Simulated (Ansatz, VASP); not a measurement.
# One calculation of MgO, two programs

Contents of POSCAR:

```
MgO
1.0
    0.0000000000      2.3779053447      2.1021086852
    2.1021086852      0.0000000000      2.1021086852
    2.1021086852      2.3779053447      0.0000000000
Mg O
1 1
Direct
    0.0000000000      0.0000000000      0.0000000000
    0.5000000000      0.5000000000      0.5000000000
```

File INCAR.step1:

```
ALGO = Normal
EDIFF = 1E-4
ENCUT = 520
GGA = PE
ISMEAR = 0
LASPH = T
LCHARG = F
LREAL = F
LWAVE = T
NBANDS = 11
NELM = 80
PREC = Accurate
SIGMA = 0.05
```

The input INCAR.step2:

```
ALGO = Normal
EDIFF = 1E-7
ENCUT = 520
ISIF = 2
ISMEAR = 0
ISTART = 1
LASPH = T
LCHARG = F
LMIXTAU = T
LREAL = F
LWAVE = F
METAGGA = R2SCAN
NBANDS = 11
NELM = 80
PREC = Accurate
SIGMA = 0.05
```

File KPOINTS:

```
k-points
0
Gamma
  10 10 10
```

Input for Ansatz:

```yaml
crystal:
  lattice:
    - [0.0, 2.3779053447, 2.1021086852]
    - [2.1021086852, 0.0, 2.1021086852]
    - [2.1021086852, 2.3779053447, 0.0]
  atoms:
    - { symbol: Mg, position: [0.0, 0.0, 0.0] }
    - { symbol: O, position: [0.5, 0.5, 0.5] }
basis:
  ecutwfc: 500
kpoints:
  mp_grid: { grid: [10, 10, 10] }
hamiltonian:
  xc: r2scan
scf:
  occupations: { method: gaussian, width: 0.05 }
output:
  forces: true
  stress: true
  eigenvalues: true
```

Change from the starting cell: strain +0.1312 x Voigt [0, 1, 0, 0, 0, 0], atoms carried along.

Alike in both runs: task single point; functional r2SCAN; k mesh 10 × 10 × 10; occupations gaussian, width 0.05 eV; no spin polarisation.

```csv
,VASP,Ansatz
version,VASP 6.6.1,Ansatz 0.2.0
potentials or method,"VASP PAW PBE potentials, release 64 (Mg, O), cutoff 520 eV","scalar-relativistic, plane waves, PAW"
valence electrons in the cell,8,16
```

Ansatz gave:

```
gap on the k mesh at the Fermi level (eV)                     : 4.36
least direct gap on the mesh (eV)                             : 4.36
pressure (GPa)                                                : -12.6
traceless stress, the component that is largest in VASP (GPa) : -6.10
```

**Question.** What did VASP give for the same quantities?

**Answer.** gap on the k mesh at the Fermi level (eV): 4.33; least direct gap on the mesh (eV): 4.33; pressure (GPa): -13.6; traceless stress, the component that is largest in VASP (GPa): -5.87.

VASP's potentials were made for PBE, not for r2SCAN. VASP's potentials hold 8 valence electrons a cell and Ansatz's 16, so a difference there can come from the potentials and not from the codes.
